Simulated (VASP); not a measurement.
Runs of VASP 6.6.1 on HfMoC2. The structure is that of space group P4/mmm (No. 123), or close to it. The cells are those of the table. 

```tsv
level	potentials or basis	U	cell	gap on the mesh (eV)	pressure (GPa)
LDA	VASP PAW LDA potentials, release 64 (Hf_pv, Mo_sv, C)	-	a = 3.170, b = 3.170, c = 4.455 Å, 4 atoms	none	(a)
r2SCAN+U	VASP PAW PBE potentials, release 64 (Hf_pv, Mo_sv, C)	Hf d U = 8.0 eV, Mo d U = 8.0 eV	a = 3.191, b = 3.191, c = 4.485 Å, 4 atoms	none	(b)
r2SCAN+U	VASP PAW PBE potentials, release 64 (Hf_pv, Mo_sv, C)	Hf d U = 6.0 eV, Mo d U = 6.0 eV	a = 3.191, b = 3.191, c = 4.485 Å, 4 atoms	none	15.2
r2SCAN+U	VASP PAW PBE potentials, release 64 (Hf_pv, Mo_sv, C)	Hf d U = 5.0 eV, Mo d U = 5.0 eV	a = 3.191, b = 3.191, c = 4.485 Å, 4 atoms	none	11.7
LDA	VASP PAW LDA potentials, release 64 (Hf_pv, Mo_sv, C)	-	a = 3.233, b = 3.233, c = 4.544 Å, 4 atoms	none	-22.7
```

Alike in all rows: task single point; no spin polarisation; k mesh 8 × 8 × 6; cutoff (eV) 520; smearing fermi-dirac 0.05 eV.

Q: Estimate the missing entries.

A: (a) -8.2; (b) 21.7.

Caveats: spin-orbit coupling is left out, which moves the levels of the heavy elements; the cell stands under pressure (at least some runs); the PAW data sets were made with another functional, which shifts forces and pressure a little (at least some runs); U without spin polarisation on a metal has little footing (at least some runs); the U is typed as a test and isn't derived for this compound (at least some runs); the cell stands under tension (at least some runs).

A k mesh can miss the band edges, and the runs leave out spin-orbit coupling on Hf, Mo.

A gap of «none» marks levels without a gap at the run's occupations.
